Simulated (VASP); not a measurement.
# H3C18N: single point with PBE+D3(BJ)

Slab: H3C18N, a slab with vacuum.

```
CELL_PARAMETERS angstrom
7.39800 0.00000 0.00000
-3.69900 6.40686 0.00000
0.00000 0.00000 12.00000
ATOMIC_POSITIONS crystal
C 0.00107 0.99330 0.05790
C 0.22370 0.10465 0.05805
C 0.00026 0.32814 0.05773
C 0.22459 0.44031 0.05803
C 0.00253 0.66237 0.05751
C 0.22225 0.77216 0.05795
C 0.33358 0.99481 0.05811
C 0.55789 0.10695 0.05798
C 0.33591 0.32897 0.05806
C 0.55566 0.43893 0.05780
C 0.33447 0.66006 0.05808
C 0.55711 0.77133 0.05805
C 0.66924 0.99561 0.05802
C 0.88895 0.10546 0.05792
C 0.66778 0.32675 0.05756
C 0.89043 0.43809 0.05732
C 0.66701 0.66154 0.05779
C 0.89121 0.77363 0.05765
N 0.83419 0.50254 0.33333
H 0.83031 0.46110 0.41491
H 0.70512 0.38260 0.29672
H 0.95905 0.50012 0.29855
```

* Program: VASP 6.6.1
* Task: single point
* Functional: PBE
* Dispersion: D3(BJ)
* Potentials or basis: VASP PAW PBE potentials, release 64 (C, N, H)
* Cutoff: 520 eV
* k mesh: 2 × 2 × 1
* Occupations: gaussian, width 0.05 eV
* Spin: no spin polarisation
* Dipole correction: no
* Further INCAR settings: LREAL = Auto; ALGO = Normal; EDIFF = 1e-06; NBANDS = 57

| Property | Result |
| --- | --- |
| Largest force | 0.068 eV/Å |
| Band gap on the k mesh | 0.22 eV, direct |
| Dispersion energy per atom | -0.080 eV |

Forces in eV/Å, atoms in the order of the input:
```
C   -0.018 -0.010  0.002
C    0.014  0.015  0.000
C    0.001  0.016  0.006
C   -0.002  0.004 -0.002
C    0.008 -0.003 -0.002
C    0.001 -0.019 -0.003
C   -0.003  0.014 -0.002
C   -0.015  0.012 -0.001
C    0.017 -0.007  0.000
C   -0.005 -0.018 -0.001
C   -0.010 -0.010 -0.001
C    0.017  0.008  0.005
C    0.012 -0.013 -0.002
C    0.002 -0.015  0.007
C   -0.021 -0.007 -0.001
C    0.012  0.012 -0.006
C   -0.001  0.010  0.004
C   -0.009  0.013  0.004
N    0.032 -0.060  0.005
H   -0.017  0.021  0.002
H   -0.013  0.014 -0.005
H    0.000  0.022 -0.010
```

Levels at points of the mesh, in eV from the valence-band top:
| k point | band 38 | band 39 | band 40 | band 41 | band 42 | band 43 |
| --- | --- | --- | --- | --- | --- | --- |
| (0.00, 0.00, 0.00) | -1.83 | 0.00 | 0.00 | 0.22 | 0.22 | 2.98 |
| (0.50, 0.00, 0.00) | -2.52 | -2.25 | -1.82 | 1.78 | 2.58 | 2.60 |
| (0.00, 0.50, 0.00) | -2.52 | -2.26 | -1.82 | 1.78 | 2.59 | 2.59 |
| (0.50, 0.50, 0.00) | -2.52 | -2.25 | -1.82 | 1.78 | 2.59 | 2.59 |

Wall time 3.4 min on 1 thread of Intel(R) Xeon(R) 6975P-C (Granite Rapids), with other jobs on the host, peak memory 0.6 GiB.

Caveat: the k points lie up to 0.49 Å⁻¹ apart.
